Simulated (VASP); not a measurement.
# AsPt2 (I4/mmm) in VASP: further runs

Runs on AsPt2. Level: PBE. Tasks: single point.

All numbers are computed with VASP 6.6.1; they aren't measurements. Logs are shortened: lines on timing, memory, paths and dates and some standing lists are left out, and cuts for length are marked.

### Step 1. The cell of the first run

It takes space group I4/mmm (No. 139, tetragonal). Conventional cell: a = 3.428 Å, b = 3.428 Å, c = 8.409 Å, α = 90.00°, β = 90.00°, γ = 90.00°. As (site symmetry 4/mmm) has 10 Pt at 2.79 to 2.82 Å and 4 As at 3.43 Å within 3.7 Å. Within 3.7 Å of Pt (site symmetry 4mm) lie 9 Pt at 2.77 to 3.43 Å and 5 As at 2.79 to 2.82 Å.

### Step 2. Single point, PBE

Input file INCAR:

```
  PREC = Accurate
  ENCUT = 520
  EDIFF = 1E-7
  ISMEAR = 0
  SIGMA = 0.1
  LREAL = False
  LASPH = True
  NELM = 80
  ALGO = Normal
  ISIF = 2
  LWAVE = False
  LCHARG = False
  GGA = PE
  NBANDS = 20
```

Input file KPOINTS:

```
Automatic mesh
0
Gamma
  8 8 8
```

Input file POSCAR:

```
AsPt2
1.0
   -1.7139045098      1.7139045098      4.2044220005
    1.7139045098     -1.7139045098      4.2044220005
    1.7139045098      1.7139045098     -4.2044220005
As Pt
1 2
Direct
    0.0000000000      0.0000000000      0.0000000000
    0.6650000000      0.6650000000      0.0000000000
    0.3350000000      0.3350000000      0.0000000000
```

Potentials or basis: VASP PAW PBE potentials, release 64 (As, Pt).

The run is started by

```bash
> cat potpaw_PBE.64/As/POTCAR potpaw_PBE.64/Pt/POTCAR > POTCAR
> mpirun -np 1 vasp_std > vasp.out
```

OUTCAR:

```text
PREC = Accurate
   ENCUT = 520
   EDIFF = 1E-7
   ISMEAR = 0
   LREAL = False
   LASPH = True
   NELM = 80
   ISIF = 2
   GGA = PE

 ion  position               nearest neighbor table
   1  0.000  0.000  0.000-   2 2.79   2 2.79   3 2.79   3 2.79   2 2.79   2 2.79   3 2.79   3 2.79
                             2 2.82   3 2.82
   2  0.665  0.665  0.000-   3 2.77   1 2.79   1 2.79   1 2.79   1 2.79   3 2.81   3 2.81   3 2.81
                             3 2.81   1 2.82
   3  0.335  0.335  0.000-   2 2.77   1 2.79   1 2.79   1 2.79   1 2.79   2 2.81   2 2.81   2 2.81
                             2 2.81   1 2.82

  LATTYP: Found a body centered tetragonal cell.
 ALAT       =     3.4278090196
 C/A-ratio  =     2.4531249999

  Lattice vectors:

 A1 = (  -1.7139045098,   1.7139045098,   4.2044220005)
 A2 = (   1.7139045098,  -1.7139045098,   4.2044220005)
 A3 = (   1.7139045098,   1.7139045098,  -4.2044220005)

Analysis of symmetry for initial positions (statically):
=====================================================================
 Subroutine PRICEL returns:
 Original cell was already a primitive cell.

 Routine SETGRP: Setting up the symmetry group for a
 body centered tetragonal supercell.

 Subroutine GETGRP returns: Found 16 space group operations
 (whereof 16 operations were pure point group operations)
 out of a pool of 16 trial point group operations.

The static configuration has the point symmetry D_4h.

Analysis of symmetry for dynamics (positions and initial velocities):
=====================================================================
 Subroutine PRICEL returns:
 Original cell was already a primitive cell.

 Routine SETGRP: Setting up the symmetry group for a
 body centered tetragonal supercell.

 Subroutine GETGRP returns: Found 16 space group operations
 (whereof 16 operations were pure point group operations)
 out of a pool of 16 trial point group operations.

The dynamic configuration has the point symmetry D_4h.

 Subroutine INISYM returns: Found 16 space group operations
 (whereof 16 operations are pure point group operations),
 and found     1 'primitive' translations

----------------------------------------------------------------------------------------

                                     Primitive cell

  volume of cell :      49.4014

  direct lattice vectors                    reciprocal lattice vectors
    -1.713904510  1.713904510  4.204422001     0.000000000  0.291731539  0.118922411
     1.713904510 -1.713904510  4.204422001     0.291731539  0.000000000  0.118922411
     1.713904510  1.713904510 -4.204422001     0.291731539  0.291731539  0.000000000

  length of vectors
     4.853050762  4.853050762  4.853050762     0.315039411  0.315039411  0.412570699

  position of ions in fractional coordinates (direct lattice)
     0.000000000  0.000000000  0.000000000
     0.665000000  0.665000000  0.000000000
     0.335000000  0.335000000  0.000000000

  ion indices of the primitive-cell ions
   primitive index   ion index
                 1           1
                 2           2
                 3           3

----------------------------------------------------------------------------------------

 KPOINTS: Automatic mesh

Automatic generation of k-mesh.
 Grid dimensions read from file:
 generate k-points for:    8    8    8

 Generating k-lattice:

  Cartesian coordinates                     Fractional coordinates (reciprocal lattice)
     0.000000000  0.036466442  0.014865301     0.125000000 -0.000000000  0.000000000
     0.036466442  0.000000000  0.014865301    -0.000000000  0.125000000  0.000000000
     0.036466442  0.036466442  0.000000000     0.000000000  0.000000000  0.125000000

  Length of vectors
     0.039379926  0.039379926  0.051571337

  Shift w.r.t. Gamma in fractional coordinates (k-lattice)
     0.000000000  0.000000000  0.000000000

 Subroutine IBZKPT returns following result:
 ===========================================

 Found     59 irreducible k-points:

 Following reciprocal coordinates:
            Coordinates               Weight
  0.000000  0.000000  0.000000      1.000000
  0.125000  0.000000  0.000000      8.000000
  0.250000  0.000000  0.000000      8.000000
  0.375000 -0.000000  0.000000      8.000000
  0.500000  0.000000  0.000000      4.000000
  0.125000  0.125000  0.000000      8.000000
[... 16 lines left out ...]
  0.250000  0.125000  0.125000     16.000000
  0.375000  0.125000  0.125000      8.000000
 [... further k-points ...]
   k-points           NKPTS =     59   k-points in BZ     NKDIM =     59   number of bands    NBANDS=     20
   number of dos      NEDOS =    301   number of ions     NIONS =      3
   total plane-waves  NPLWV =  46656
   dimension x,y,z NGX =    36 NGY =   36 NGZ =   36
   dimension x,y,z NGXF=    72 NGYF=   72 NGZF=   72
   ions per type =               1   2
   NGX,Y,Z   is equivalent  to a cutoff of  12.33, 12.33, 12.33 a.u.
   NGXF,Y,Z  is equivalent  to a cutoff of  24.66, 24.66, 24.66 a.u.
 SYSTEM =  unknown system
   PREC   = accura    normal or accurate (medium, high low for compatibility)
   ISTART =      0    job   : 0-new  1-cont  2-samecut
   ICHARG =      2    charge: 1-file 2-atom 10-const
   ISPIN  =      1    spin polarized calculation?
   LNONCOLLINEAR =      F non collinear calculations
   LSORBIT =      F    spin-orbit coupling
   LASPH  =      T    aspherical Exc in radial PAW
   ENCUT  =  520.0 eV  38.22 Ry    6.18 a.u.   9.02  9.02  9.02*2*pi/ulx,y,z
   NELM   =     80;   NELMIN=  2; NELMDL= -5     # of ELM steps
   EDIFF  = 0.1E-06   stopping-criterion for ELM
   LREAL  =      F    real-space projection
   EDIFFG = 0.1E-05   stopping-criterion for IOM
   NSW    =      0    number of steps for IOM
   IBRION =     -1    ionic relax: 0-MD 1-quasi-New 2-CG
   NFREE  =      0    steps in history (QN), initial steepest desc. (CG)
   ISIF   =      2    stress and relaxation
   ISYM   =      2    0-nonsym 1-usesym 2-fastsym
   POTIM  = 0.5000    time-step for ionic-motion
   TEBEG  =    0.0;   TEEND  =   0.0 temperature during run
   PSTRESS=    0.0 pullay stress
   NELECT =      25.0000    total number of electrons
   NUPDOWN=      -1.0000    fix difference up-down
   EMIN   =  10.00;   EMAX   =-10.00  energy-range for DOS
   EFERMI =   0.00;   METHOD = LEGACY
   ISMEAR =     0;   SIGMA  =   0.10  broadening in eV -4-tet -1-fermi 0-gaus
   EFERMI_NEDOS =   21; number of points for ismear=-14 and -15
   IALGO  =     38    algorithm
   IMIX   =      4    mixing-type and parameters
     AMIX     =   0.40;   BMIX     =  1.00
     AMIX_MAG =   1.60;   BMIX_MAG =  1.00
  volume/ion in A,a.u.               =      16.47       111.13
  Fermi-wavevector in a.u.,A,eV,Ry     =   1.304593  2.465323 23.156605  1.701962
  Thomas-Fermi vector in A             =   2.435518
   LORBIT       =      0    0 simple, 1 ext, 2 COOP (PROOUT), +10 PAW based schemes
   GGA     = PE    functional components
   LHFCALC =     F    Hartree Fock is set to
   AEXX    =    0.0000 exact exchange contribution
   IVDW    =     0    specifies the selected vdW correction
   LEPSILON=     F    determine dielectric tensor
   LRPA    =     F    only Hartree local field effects (RPA)
 non-spin polarized calculation
 Gauss-broadening in eV      SIGMA  =   0.10
  energy-cutoff  :      520.00
  volume of cell :       49.40
 maximum number of plane-waves:      1346
   NGX = 19   NGY = 19   NGZ = 19

 number of electron      25.0000000 magnetization

 Free energy of the ion-electron system (eV)
  ---------------------------------------------------
  ext. energy  EPLUGINS =         0.00000000
  ---------------------------------------------------
  free energy    TOTEN  =       -16.78452805 eV

  energy without entropy =      -16.77809842  energy(sigma->0) =      -16.78131324

 E-fermi :   9.0918     XC(G=0): -12.4160

 val. band max:        9.0468976879   @ k =   0.5000   0.5000   0.1250
 cond. band min:       9.0972146626   @ k =   0.2500   0.0000   0.0000
 fundamental gap:      0.0503169747
 Fermi energy:         9.0917536352

 k-point     1 :       0.0000    0.0000    0.0000
  band No.  band energies     occupation
      1      -4.1785      2.00000
      2       3.1343      2.00000
      3       4.6199      2.00000
      4       5.4012      2.00000
      5       5.4280      2.00000
      6       5.4280      2.00000
[... 12 lines left out ...]
     19      17.0748      0.00000
     20      17.3810      0.00000

 k-point     2 :       0.1250    0.0000    0.0000
  band No.  band energies     occupation
      1      -3.9784      2.00000
      2       3.1264      2.00000
      3       4.3925      2.00000
      4       4.7075      2.00000
      5       5.0168      2.00000
      6       5.7980      2.00000
[... 12 lines left out ...]
     19      17.7702      0.00000
     20      19.2721      0.00000

 k-point     3 :       0.2500    0.0000    0.0000
  band No.  band energies     occupation
      1      -3.4335      2.00000
      2       2.7401      2.00000
      3       3.8506      2.00000
      4       4.6980      2.00000
      5       4.8593      2.00000
      6       5.8534      2.00000
[... 12 lines left out ...]
     19      19.0668      0.00000
     20      20.1184      0.00000

 k-point     4 :       0.3750   -0.0000    0.0000
  band No.  band energies     occupation
      1      -2.7539      2.00000
      2       2.0502      2.00000
      3       3.9414      2.00000
      4       4.6374      2.00000
      5       4.6690      2.00000
      6       5.4829      2.00000
[... 12 lines left out ...]
     19      18.9731      0.00000
     20      19.9811      0.00000

 k-point     5 :       0.5000    0.0000    0.0000
  band No.  band energies     occupation
      1      -2.4042      2.00000
      2       1.7346      2.00000
      3       4.0784      2.00000
      4       4.3200      2.00000
      5       4.8049      2.00000
      6       5.1457      2.00000
[... 12 lines left out ...]
     19      18.7156      0.00000
     20      19.7815      0.00000
[... 353 lines left out ...]
      6       5.6569      2.00000
[... 12 lines left out ...]
     19      17.6857      0.00000
     20      18.0470      0.00000

 k-point    22 :       0.1250    0.1250    0.1250
  band No.  band energies     occupation
      1      -2.9118      2.00000
      2       3.2138      2.00000
      3       3.9122      2.00000
      4       4.1562      2.00000
      5       5.0751      2.00000
      6       5.1853      2.00000
[... 12 lines left out ...]
     19      19.3678      0.00000
     20      20.1858      0.00000

 k-point    23 :       0.2500    0.1250    0.1250
  band No.  band energies     occupation
      1      -2.3642      2.00000
      2       2.6627      2.00000
      3       3.8913      2.00000
      4       4.1459      2.00000
      5       4.7470      2.00000
      6       5.3152      2.00000
[... 12 lines left out ...]
     19      18.5809      0.00000
     20      20.3841      0.00000

 k-point    24 :       0.3750    0.1250    0.1250
  band No.  band energies     occupation
      1      -2.0833      2.00000
      2       2.2784      2.00000
      3       3.8950      2.00000
      4       3.9842      2.00000
      5       5.0803      2.00000
      6       5.1958      2.00000
[... 12 lines left out ...]
     19      18.9593      0.00000
     20      20.3394      0.00000

 [... further k-points ...]
[... 5 lines left out ...]
  --------------------------------------------------------------------------------------
  -------------------------------------------------------------------------------------
  Total       -0.7001026     -0.7001026      0.1945514      0.0000000     -0.0000000     -0.0000000
  in kB      -22.7055857    -22.7055857      6.3096520      0.0000000     -0.0000000     -0.0000000
  external PRESSURE =     -13.0338398 kB  Pullay stress =       0.0000000 kB

 VOLUME and BASIS-vectors are now :
 -----------------------------------------------------------------------------
  energy-cutoff  :      520.00
  volume of cell :       49.40
      direct lattice vectors                 reciprocal lattice vectors
    -1.713904510  1.713904510  4.204422001     0.000000000  0.291731539  0.118922411
     1.713904510 -1.713904510  4.204422001     0.291731539  0.000000000  0.118922411
     1.713904510  1.713904510 -4.204422001     0.291731539  0.291731539  0.000000000

 POSITION                                       TOTAL-FORCE (eV/Angst)
 -----------------------------------------------------------------------------------
      0.00000      0.00000      0.00000        -0.000000     -0.000000      0.000000
      0.00000      0.00000      5.59188        -0.000000     -0.000000     -0.087377
      0.00000      0.00000      2.81696         0.000000      0.000000      0.087377
 -----------------------------------------------------------------------------------
    total drift:                               -0.000000     -0.000000      0.000000

  FREE ENERGIE OF THE ION-ELECTRON SYSTEM (eV)
  ---------------------------------------------------
  free  energy   TOTEN  =       -16.7845280541 eV

  energy  without entropy=      -16.7780984229  energy(sigma->0) =      -16.78131324
```

It took 2.3 min on 1 thread of Oxide Virtual Turin-like, shared host; peak memory 0.2 GiB.

Results:

```yaml
Free_energy: -16.7845 eV
Pressure: -1.3 GPa
Largest_force: 0.087 eV/Å
```

Forces in eV/Å, atoms in the order of the input:
```
As   0.000  0.000  0.000
Pt   0.000  0.000 -0.087
Pt   0.000  0.000  0.087
```

Caveat: spin-orbit coupling is left out, which moves the levels of the heavy elements.

### Step 3. Single point, PBE

This run uses another cell than the first one, of 16.21 Å³/atom, 0.984 times its volume.

Input file INCAR:

```
PREC = Accurate
ENCUT = 520
EDIFF = 1E-6
ISMEAR = 0
SIGMA = 0.1
LREAL = False
LASPH = True
NELM = 80
ALGO = Fast
ISIF = 2
LWAVE = False
LCHARG = False
GGA = PE
NBANDS = 20
```

Input file KPOINTS:

```
Automatic mesh
0
Gamma
  18 18 18
```

Input file POSCAR:

```
AsPt2
1.0
   -1.5953314629      1.5953314629      4.7755080405
    1.5953314629     -1.5953314629      4.7755080405
    1.5953314629      1.5953314629     -4.7755080405
As Pt
1 2
Direct
    0.0000000000      0.0000000000      0.0000000000
    0.6536620130      0.6536620130      0.0000000000
    0.3463379870      0.3463379870      0.0000000000
```

Potentials or basis: VASP PAW PBE potentials, release 64 (As, Pt).

The run is started by

```bash
> cat potpaw_PBE.64/As/POTCAR potpaw_PBE.64/Pt/POTCAR > POTCAR
> mpirun -np 1 vasp_std > vasp.out
```

It took 21 min on 1 thread of Oxide Virtual Turin-like, shared host; peak memory 0.56 GiB.

It converged, with:

- Free energy: -16.9432 eV
- Pressure: -0.1 GPa
- Largest force: 0.009 eV/Å

Forces in eV/Å, atoms in the order of the input:
```
As   0.000  0.000  0.000
Pt   0.000  0.000  0.009
Pt   0.000  0.000 -0.009
```

Stress tensor (GPa, compression positive):
```
-0.05  0.00  0.00
 0.00 -0.05  0.00
 0.00  0.00 -0.14
```

Levels at points of the mesh, in eV from the Fermi level:
```
           k point  band 9  band 10  band 11  band 12  band 13  band 14  band 15  band 16
(0.00, 0.00, 0.00)   -2.72    -2.67    -2.37    -1.16    -0.02     3.41     3.41     6.16
(0.50, 0.00, 0.00)   -2.81    -1.78    -1.40    -0.86    -0.70     1.69     3.93     5.65
(0.50, 0.50, 0.00)   -1.62    -0.83    -0.82    -0.76     1.35     2.00     2.17     3.47
(0.50, 0.50, 0.50)   -1.31    -1.12    -1.12    -0.89     1.41     1.41     2.46     3.96
```

Caveat: spin-orbit coupling is left out, which moves the levels of the heavy elements.
